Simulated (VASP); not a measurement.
# AlN (F-43m) in VASP: further runs

The runs below take AlN through single point, with revPBE+D3(BJ), SVWN5.

All numbers are computed with VASP 6.6.1; they aren't measurements. Logs are shortened: lines on timing, memory, paths and dates and some standing lists are left out, and cuts for length are marked.

### Step 1. The cell of the first run

It takes space group F-43m (No. 216, cubic). The conventional cell has a = 4.361 Å, b = 4.361 Å, c = 4.361 Å, α = 90.00°, β = 90.00°, γ = 90.00°. Within 2.5 Å of Al (site symmetry -43m) lie 4 N at 1.89 Å. Within 2.5 Å of N (site symmetry -43m) lie 4 Al at 1.89 Å.

### Step 2. Single point, revPBE+D3(BJ)

INCAR reads:

```
SYSTEM = AlN
  PREC = Accurate
  ENCUT = 520
  EDIFF = 1E-6
  ISMEAR = -1
  SIGMA = 0.05
  LREAL = .False.
  LASPH = .True.
  NELM = 80
  ALGO = Normal
  ISIF = 2
  LWAVE = .False.
  LCHARG = .False.
  GGA = RE
  IVDW = 12
  NBANDS = 11
```

KPOINTS reads:

```
regular mesh
0
Gamma
  10 10 10
  0 0 0
```

POSCAR reads:

```
AlN
1.0
    0.0000000000      2.1806945300      2.1806945300
    2.1806945300      0.0000000000      2.1806945300
    2.1806945300      2.1806945300      0.0000000000
Al N
1 1
Direct
    0.0000000000      0.0000000000      0.0000000000
    0.2500000000      0.2500000000      0.2500000000
```

Potentials or basis: VASP PAW PBE potentials, release 64 (Al, N).

On the command line:

```console
$ cat potpaw_PBE.64/Al/POTCAR potpaw_PBE.64/N/POTCAR > POTCAR
$ mpirun -np 1 vasp_std > vasp.out
```

OUTCAR:

```text
SYSTEM = AlN
   PREC = Accurate
   ENCUT = 520
   EDIFF = 1E-6
   ISMEAR = -1
   LREAL = .False.
   LASPH = .True.
   NELM = 80
   ISIF = 2
   GGA = RE
   IVDW = 12
 IVDW          = 12

 ion  position               nearest neighbor table
   1  0.000  0.000  0.000-   2 1.89   2 1.89   2 1.89   2 1.89
   2  0.250  0.250  0.250-   1 1.89   1 1.89   1 1.89   1 1.89

  LATTYP: Found a face centered cubic cell.
 ALAT       =     4.3613890600

  Lattice vectors:

 A1 = (   0.0000000000,   2.1806945300,   2.1806945300)
 A2 = (   2.1806945300,   0.0000000000,   2.1806945300)
 A3 = (   2.1806945300,   2.1806945300,   0.0000000000)

Analysis of symmetry for initial positions (statically):
=====================================================================
 Subroutine PRICEL returns:
 Original cell was already a primitive cell.

 Routine SETGRP: Setting up the symmetry group for a
 face centered cubic supercell.

 Subroutine GETGRP returns: Found 24 space group operations
 (whereof 24 operations were pure point group operations)
 out of a pool of 48 trial point group operations.

The static configuration has the point symmetry T_d .

Analysis of symmetry for dynamics (positions and initial velocities):
=====================================================================
 Subroutine PRICEL returns:
 Original cell was already a primitive cell.

 Routine SETGRP: Setting up the symmetry group for a
 face centered cubic supercell.

 Subroutine GETGRP returns: Found 24 space group operations
 (whereof 24 operations were pure point group operations)
 out of a pool of 48 trial point group operations.

The dynamic configuration has the point symmetry T_d .

 Subroutine INISYM returns: Found 24 space group operations
 (whereof 24 operations are pure point group operations),
 and found     1 'primitive' translations

----------------------------------------------------------------------------------------

                                     Primitive cell

  volume of cell :      20.7403

  direct lattice vectors                    reciprocal lattice vectors
     0.000000000  2.180694530  2.180694530    -0.229284750  0.229284750  0.229284750
     2.180694530  0.000000000  2.180694530     0.229284750 -0.229284750  0.229284750
     2.180694530  2.180694530  0.000000000     0.229284750  0.229284750 -0.229284750

  length of vectors
     3.083967780  3.083967780  3.083967780     0.397132836  0.397132836  0.397132836

  position of ions in fractional coordinates (direct lattice)
     0.000000000  0.000000000  0.000000000
     0.250000000  0.250000000  0.250000000

  ion indices of the primitive-cell ions
   primitive index   ion index
                 1           1
                 2           2

----------------------------------------------------------------------------------------

 KPOINTS: regular mesh

Automatic generation of k-mesh.
 Grid dimensions read from file:
 generate k-points for:   10   10   10

 Generating k-lattice:

  Cartesian coordinates                     Fractional coordinates (reciprocal lattice)
    -0.022928475  0.022928475  0.022928475     0.100000000  0.000000000  0.000000000
     0.022928475 -0.022928475  0.022928475     0.000000000  0.100000000  0.000000000
     0.022928475  0.022928475 -0.022928475     0.000000000  0.000000000  0.100000000

  Length of vectors
     0.039713284  0.039713284  0.039713284

  Shift w.r.t. Gamma in fractional coordinates (k-lattice)
     0.000000000  0.000000000  0.000000000

 Subroutine IBZKPT returns following result:
 ===========================================

 Found     47 irreducible k-points:

 Following reciprocal coordinates:
            Coordinates               Weight
  0.000000  0.000000  0.000000      1.000000
  0.100000  0.000000  0.000000      8.000000
  0.200000  0.000000  0.000000      8.000000
  0.300000  0.000000  0.000000      8.000000
  0.400000  0.000000  0.000000      8.000000
  0.500000  0.000000  0.000000      4.000000
[... 16 lines left out ...]
  0.300000  0.300000  0.000000      6.000000
  0.400000  0.300000  0.000000     24.000000
 [... further k-points ...]
   k-points           NKPTS =     47   k-points in BZ     NKDIM =     47   number of bands    NBANDS=     11
   number of dos      NEDOS =    301   number of ions     NIONS =      2
   total plane-waves  NPLWV =  13824
   dimension x,y,z NGX =    24 NGY =   24 NGZ =   24
   dimension x,y,z NGXF=    48 NGYF=   48 NGZF=   48
   ions per type =               1   1
   NGX,Y,Z   is equivalent  to a cutoff of  12.94, 12.94, 12.94 a.u.
   NGXF,Y,Z  is equivalent  to a cutoff of  25.88, 25.88, 25.88 a.u.
 SYSTEM =  AlN
   PREC   = accura    normal or accurate (medium, high low for compatibility)
   ISTART =      0    job   : 0-new  1-cont  2-samecut
   ICHARG =      2    charge: 1-file 2-atom 10-const
   ISPIN  =      1    spin polarized calculation?
   LNONCOLLINEAR =      F non collinear calculations
   LSORBIT =      F    spin-orbit coupling
   LASPH  =      T    aspherical Exc in radial PAW
   ENCUT  =  520.0 eV  38.22 Ry    6.18 a.u.   5.73  5.73  5.73*2*pi/ulx,y,z
   NELM   =     80;   NELMIN=  2; NELMDL= -5     # of ELM steps
   EDIFF  = 0.1E-05   stopping-criterion for ELM
   LREAL  =      F    real-space projection
   EDIFFG = 0.1E-04   stopping-criterion for IOM
   NSW    =      0    number of steps for IOM
   IBRION =     -1    ionic relax: 0-MD 1-quasi-New 2-CG
   NFREE  =      0    steps in history (QN), initial steepest desc. (CG)
   ISIF   =      2    stress and relaxation
   ISYM   =      2    0-nonsym 1-usesym 2-fastsym
   POTIM  = 0.5000    time-step for ionic-motion
   TEBEG  =    0.0;   TEEND  =   0.0 temperature during run
   PSTRESS=    0.0 pullay stress
   NELECT =       8.0000    total number of electrons
   NUPDOWN=      -1.0000    fix difference up-down
   EMIN   =  10.00;   EMAX   =-10.00  energy-range for DOS
   EFERMI =   0.00;   METHOD = LEGACY
   ISMEAR =    -1;   SIGMA  =   0.05  broadening in eV -4-tet -1-fermi 0-gaus
   EFERMI_NEDOS =   21; number of points for ismear=-14 and -15
   IALGO  =     38    algorithm
   IMIX   =      4    mixing-type and parameters
     AMIX     =   0.40;   BMIX     =  1.00
     AMIX_MAG =   1.60;   BMIX_MAG =  1.00
  volume/ion in A,a.u.               =      10.37        69.98
  Fermi-wavevector in a.u.,A,eV,Ry     =   1.191699  2.251985 19.322274  1.420147
  Thomas-Fermi vector in A             =   2.327755
   LORBIT       =      0    0 simple, 1 ext, 2 COOP (PROOUT), +10 PAW based schemes
   GGA     = RE    functional components
   LHFCALC =     F    Hartree Fock is set to
   AEXX    =    0.0000 exact exchange contribution
   IVDW    =    12    specifies the selected vdW correction
   LEPSILON=     F    determine dielectric tensor
   LRPA    =     F    only Hartree local field effects (RPA)
 non-spin polarized calculation
  energy-cutoff  :      520.00
  volume of cell :       20.74
 maximum number of plane-waves:       568
   NGX = 11   NGY = 11   NGZ = 11

 number of electron       8.0000000 magnetization

 Free energy of the ion-electron system (eV)
  ---------------------------------------------------
  ext. energy  EPLUGINS =         0.00000000
  ---------------------------------------------------
  free energy    TOTEN  =       -14.22560859 eV

  energy without entropy =      -14.22560859  energy(sigma->0) =      -14.22560859

 E-fermi :   7.1229     XC(G=0): -10.8619

 val. band max:        6.0978093001   @ k =   0.0000   0.0000   0.0000
 cond. band min:       9.4487037845   @ k =   0.5000   0.5000   0.0000
 fundamental gap:      3.3508944843
 Fermi energy:         7.1228607128

 k-point     1 :       0.0000    0.0000    0.0000
  band No.  band energies     occupation
      1      -8.9396      2.00000
      2       6.0978      2.00000
      3       6.0978      2.00000
      4       6.0978      2.00000
      5      10.3598      0.00000
      6      18.7878      0.00000
      7      18.7878      0.00000
      8      18.7878      0.00000
      9      23.8346      0.00000
     10      23.8346      0.00000
     11      25.2826      0.00000

 k-point     2 :       0.1000    0.0000    0.0000
  band No.  band energies     occupation
      1      -8.7934      2.00000
      2       5.2887      2.00000
      3       6.0466      2.00000
      4       6.0466      2.00000
      5      11.0206      0.00000
      6      18.4006      0.00000
      7      18.9227      0.00000
      8      18.9227      0.00000
      9      22.5847      0.00000
     10      22.5847      0.00000
     11      24.4997      0.00000

 k-point     3 :       0.2000    0.0000    0.0000
  band No.  band energies     occupation
      1      -8.3776      2.00000
      2       3.6846      2.00000
      3       5.9189      2.00000
      4       5.9189      2.00000
      5      12.1520      0.00000
      6      17.5952      0.00000
      7      18.8398      0.00000
      8      18.8398      0.00000
      9      22.0662      0.00000
     10      22.0662      0.00000
     11      23.6384      0.00000

 k-point     4 :       0.3000    0.0000    0.0000
  band No.  band energies     occupation
      1      -7.7739      2.00000
      2       2.0394      2.00000
      3       5.7724      2.00000
      4       5.7724      2.00000
      5      13.0081      0.00000
      6      16.8185      0.00000
      7      18.1570      0.00000
      8      18.1570      0.00000
      9      23.1521      0.00000
     10      23.1521      0.00000
     11      23.4711      0.00000

 k-point     5 :       0.4000    0.0000    0.0000
  band No.  band energies     occupation
      1      -7.1714      2.00000
      2       0.7571      2.00000
      3       5.6619      2.00000
      4       5.6619      2.00000
      5      13.4539      0.00000
      6      16.2542      0.00000
      7      17.5497      0.00000
      8      17.5497      0.00000
      9      23.9200      0.00000
     10      25.0085      0.00000
     11      25.0085      0.00000
[... 211 lines left out ...]
 k-point    21 :      -0.3000    0.2000    0.0000
  band No.  band energies     occupation
      1      -7.0175      2.00000
      2       1.5007      2.00000
      3       3.9119      2.00000
      4       5.5829      2.00000
      5      14.0454      0.00000
      6      15.2661      0.00000
      7      18.0150      0.00000
      8      18.4963      0.00000
      9      22.5976      0.00000
     10      24.9830      0.00000
     11      27.5131      0.00000

 k-point    22 :      -0.2000    0.2000    0.0000
  band No.  band energies     occupation
      1      -7.5757      2.00000
      2       2.3423      2.00000
      3       4.4142      2.00000
      4       5.8466      2.00000
      5      13.7304      0.00000
      6      16.1545      0.00000
      7      17.6269      0.00000
      8      18.6923      0.00000
      9      21.1652      0.00000
     10      24.6976      0.00000
     11      27.5467      0.00000

 k-point    23 :       0.3000    0.3000    0.0000
  band No.  band energies     occupation
      1      -7.3989      2.00000
      2       2.5874      2.00000
      3       4.8624      2.00000
      4       4.8624      2.00000
      5      11.4752      0.00000
      6      15.9134      0.00000
      7      18.1001      0.00000
      8      20.7406      0.00000
      9      20.7406      0.00000
     10      26.5443      0.00000
     11      29.9981      0.00000

 k-point    24 :       0.4000    0.3000    0.0000
  band No.  band energies     occupation
      1      -6.9383      2.00000
      2       1.9555      2.00000
      3       4.4020      2.00000
      4       4.6992      2.00000
      5      11.0560      0.00000
      6      15.7429      0.00000
      7      18.4858      0.00000
      8      20.8198      0.00000
      9      21.3391      0.00000
     10      27.4981      0.00000
     11      29.7887      0.00000

 [... further k-points ...]

------------------------ aborting loop because EDIFF is reached ----------------------------------------

 Edisp (eV)   -1.06117

 E8    (eV) :    -0.7039

  FORCE on cell =-STRESS in cart. coord.  units (eV):
  Direction    XX          YY          ZZ          XY          YZ          ZX
  --------------------------------------------------------------------------------------
  -------------------------------------------------------------------------------------
  Total      -0.08227    -0.08227    -0.08227     0.00000     0.00000     0.00000
  in kB      -6.35555    -6.35555    -6.35555     0.00000     0.00000     0.00000
  external pressure =       -6.36 kB  Pullay stress =        0.00 kB

 VOLUME and BASIS-vectors are now :
 -----------------------------------------------------------------------------
  energy-cutoff  :      520.00
  volume of cell :       20.74
      direct lattice vectors                 reciprocal lattice vectors
     0.000000000  2.180694530  2.180694530    -0.229284750  0.229284750  0.229284750
     2.180694530  0.000000000  2.180694530     0.229284750 -0.229284750  0.229284750
     2.180694530  2.180694530  0.000000000     0.229284750  0.229284750 -0.229284750

 POSITION                                       TOTAL-FORCE (eV/Angst)
 -----------------------------------------------------------------------------------
      0.00000      0.00000      0.00000         0.000000      0.000000      0.000000
      1.09035      1.09035      1.09035        -0.000000     -0.000000     -0.000000
 -----------------------------------------------------------------------------------
    total drift:                                0.000000      0.000000      0.000000

  FREE ENERGIE OF THE ION-ELECTRON SYSTEM (eV)
  ---------------------------------------------------
  free  energy   TOTEN  =       -15.2867745474 eV

  energy  without entropy=      -15.2867745474  energy(sigma->0) =      -15.28677455
```

Run time: 10 s. Hardware: 1 thread of Intel Xeon 8259CL, shared host; peak memory 0.15 GiB.

Results:

* Free energy: -15.2868 eV
* Pressure: -0.6 GPa
* Band gap on the k mesh: 3.35 eV, indirect (least direct gap 4.26 eV)
* Dispersion energy per atom: -0.531 eV

Caveat: the PAW data sets were made with another functional, which shifts forces and pressure a little.

### Step 3. Single point, SVWN5

This run uses another cell than the first one, of 10.00 Å³/atom, 0.964 times its volume.

INCAR reads:

```
ALGO = Normal
EDIFF = 1E-6
ENCUT = 520
GGA = VW
ISIF = 2
ISMEAR = -1
LASPH = T
LCHARG = T
LELF = T
LREAL = F
LVHAR = T
LWAVE = F
NBANDS = 11
NELM = 100
PREC = Accurate
SIGMA = 0.05
```

KPOINTS reads:

```
k-points
0
Gamma
  10 10 10
```

POSCAR reads:

```
AlN
1.0
    0.0000000000      2.1544765148      2.1544765148
    2.1544765148      0.0000000000      2.1544765148
    2.1544765148      2.1544765148      0.0000000000
Al N
1 1
Direct
    0.0000000000      0.0000000000      0.0000000000
    0.2500000000      0.2500000000      0.2500000000
```

Potentials or basis: VASP PAW PBE potentials, release 64 (Al, N).

On the command line:

```console
$ cat potpaw_PBE.64/Al/POTCAR potpaw_PBE.64/N/POTCAR > POTCAR
$ mpirun -np 1 vasp_std > vasp.out
```

OUTCAR:

```text
EDIFF = 1E-6
   ENCUT = 520
   GGA = VW
   ISIF = 2
   ISMEAR = -1
   LASPH = T
   LREAL = F
   NELM = 100
   PREC = Accurate

 ion  position               nearest neighbor table
   1  0.000  0.000  0.000-   2 1.87   2 1.87   2 1.87   2 1.87
   2  0.250  0.250  0.250-   1 1.87   1 1.87   1 1.87   1 1.87

  LATTYP: Found a face centered cubic cell.
 ALAT       =     4.3089530296

  Lattice vectors:

 A1 = (   0.0000000000,   2.1544765148,   2.1544765148)
 A2 = (   2.1544765148,   0.0000000000,   2.1544765148)
 A3 = (   2.1544765148,   2.1544765148,   0.0000000000)

Analysis of symmetry for initial positions (statically):
=====================================================================
 Subroutine PRICEL returns:
 Original cell was already a primitive cell.

 Routine SETGRP: Setting up the symmetry group for a
 face centered cubic supercell.

 Subroutine GETGRP returns: Found 24 space group operations
 (whereof 24 operations were pure point group operations)
 out of a pool of 48 trial point group operations.

The static configuration has the point symmetry T_d .
[... 169 lines left out ...]
      1      -8.9882      2.00000
      2       6.0893      2.00000
      3       6.0893      2.00000
      4       6.0893      2.00000
      5      10.6825      0.00000
      6      18.8486      0.00000
      7      18.8486      0.00000
      8      18.8486      0.00000
      9      24.0071      0.00000
     10      24.0071      0.00000
     11      25.4296      0.00000
[... 309 lines left out ...]
 k-point    24 :       0.4000    0.3000    0.0000
  band No.  band energies     occupation
      1      -6.8057      2.00000
      2       1.8374      2.00000
      3       4.3199      2.00000
      4       4.6336      2.00000
      5      11.0076      0.00000
      6      15.7083      0.00000
      7      18.6848      0.00000
      8      20.9231      0.00000
      9      21.4558      0.00000
     10      27.7257      0.00000
     11      30.2316      0.00000

 [... further k-points ...]

------------------------ aborting loop because EDIFF is reached ----------------------------------------

  FORCE on cell =-STRESS in cart. coord.  units (eV):
  Direction    XX          YY          ZZ          XY          YZ          ZX
  --------------------------------------------------------------------------------------
  -------------------------------------------------------------------------------------
  Total        0.7454875      0.7454875      0.7454875      0.0000000     -0.0000000      0.0000000
  in kB       59.7166795     59.7166795     59.7166795      0.0000000     -0.0000000      0.0000000
  external PRESSURE =      59.7166795 kB  Pullay stress =       0.0000000 kB

 VOLUME and BASIS-vectors are now :
 -----------------------------------------------------------------------------
  energy-cutoff  :      520.00
  volume of cell :       20.00
      direct lattice vectors                 reciprocal lattice vectors
     0.000000000  2.154476515  2.154476515    -0.232074936  0.232074936  0.232074936
     2.154476515  0.000000000  2.154476515     0.232074936 -0.232074936  0.232074936
     2.154476515  2.154476515  0.000000000     0.232074936  0.232074936 -0.232074936

 POSITION                                       TOTAL-FORCE (eV/Angst)
 -----------------------------------------------------------------------------------
      0.00000      0.00000      0.00000         0.000000      0.000000      0.000000
      1.07724      1.07724      1.07724        -0.000000     -0.000000     -0.000000
 -----------------------------------------------------------------------------------
    total drift:                                0.000000      0.000000      0.000000

  FREE ENERGIE OF THE ION-ELECTRON SYSTEM (eV)
  ---------------------------------------------------
  free  energy   TOTEN  =       -16.3541688563 eV

  energy  without entropy=      -16.3541688563  energy(sigma->0) =      -16.35416886
```

OSZICAR:

```text
N       E                     dE             d eps       ncg     rms          rms(c)
DAV:   1     0.851291698768E+01    0.85129E+01   -0.38863E+03  1050   0.602E+02
DAV:   2    -0.180510199821E+02   -0.26564E+02   -0.25969E+02  1270   0.140E+02
DAV:   3    -0.188071021659E+02   -0.75608E+00   -0.75516E+00  1250   0.222E+01
DAV:   4    -0.188110606693E+02   -0.39585E-02   -0.39581E-02  1187   0.173E+00
DAV:   5    -0.188111082822E+02   -0.47613E-04   -0.47613E-04  1243   0.179E-01    0.848E+00
DAV:   6    -0.164215847056E+02    0.23895E+01   -0.11636E+01  1218   0.171E+01    0.274E+00
DAV:   7    -0.163823966487E+02    0.39188E-01   -0.16818E-01  1163   0.317E+00    0.197E+00
DAV:   8    -0.163553881400E+02    0.27009E-01   -0.34604E-02  1193   0.162E+00    0.524E-01
DAV:   9    -0.163541776794E+02    0.12105E-02   -0.35076E-03  1220   0.370E-01    0.207E-01
DAV:  10    -0.163541689874E+02    0.86920E-05   -0.16550E-04  1169   0.925E-02    0.768E-03
DAV:  11    -0.163541688563E+02    0.13112E-06   -0.39267E-06  1247   0.114E-02
   1 F= -.16354169E+02 E0= -.16354169E+02  d E =-.397315E-10
```

It took 8.3 s on 1 thread of Intel Xeon 8259CL, shared host; peak memory 0.13 GiB.

Results:

| Quantity | Value |
| --- | --- |
| Free energy | -16.3542 eV |
| Pressure | 6.0 GPa |
| Band gap on the k mesh | 3.25 eV, indirect (least direct gap 4.59 eV) |

Caveat: the PAW data sets were made with another functional, which shifts forces and pressure a little. A k mesh can miss the band edges.

[end of part 1 of 2]
